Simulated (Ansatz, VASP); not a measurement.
**One calculation of K, two programs**

INCAR

```
ALGO = Normal ; EDIFF = 1E-6
ENCUT = 520 ; GGA = PE
ISIF = 2 ; ISMEAR = -1
LASPH = T ; LCHARG = F
LREAL = F ; LWAVE = F
NBANDS = 26 ; NELM = 80
PREC = Accurate ; SIGMA = 0.1
```

Contents of KPOINTS:

```
k-points
0
Gamma
  6 6 4
```

POSCAR

```
K
1.0
    3.7691643942      0.0000000000      0.0000000000
   -1.8845821971      3.2641921164      0.0000000000
    0.0000000000      0.0000000000     12.0706419584
K
4
Direct
    0.0000000000      0.0000000000      0.0000000000
    0.0000000000      0.0000000000      0.5000000000
    0.3333333333      0.6666666667      0.2500000000
    0.6666666667      0.3333333333      0.7500000000
```

Input for Ansatz:

```yaml
crystal:
  lattice:
    - [3.7691643942, 0.0, 0.0]
    - [-1.8845821971, 3.2641921164, 0.0]
    - [0.0, 0.0, 12.0706419584]
  atoms:
    - { symbol: K, position: [0.0, 0.0, 0.0] }
    - { symbol: K, position: [0.0, 0.0, 0.5] }
    - { symbol: K, position: [0.3333333333, 0.6666666667, 0.25] }
    - { symbol: K, position: [0.6666666667, 0.3333333333, 0.75] }
kpoints:
  mp_grid: { grid: [6, 6, 4] }
scf:
  occupations: { method: fermi_dirac, width: 0.1 }
hamiltonian:
  xc: pbe
  pseudopotentials: { kind: paw }
output:
  forces: true
  stress: true
  eigenvalues: true
  populations: true
```

Change from the starting cell: volume scaled by 0.5, PAW files.

Alike in both runs: task single point; functional PBE; k mesh 6 × 6 × 4; occupations fermi-dirac, width 0.1 eV; no spin polarisation.

```csv
,VASP,Ansatz
version,VASP 6.6.1,Ansatz 0.2.0
potentials or method,"VASP PAW PBE potentials, release 64 (K_sv)","PAW with Ansatz's default frozen-core files, scalar-relativistic"
plane-wave cutoff (eV),520,420
valence electrons in the cell,36,36
```

|  | VASP | Ansatz | Ansatz less VASP |
| --- | --- | --- | --- |
| pressure (GPa) | 8.8 | 8.8 | +0.01 |

With one functional, cell and mesh, what is left measures potentials, basis and numerics.
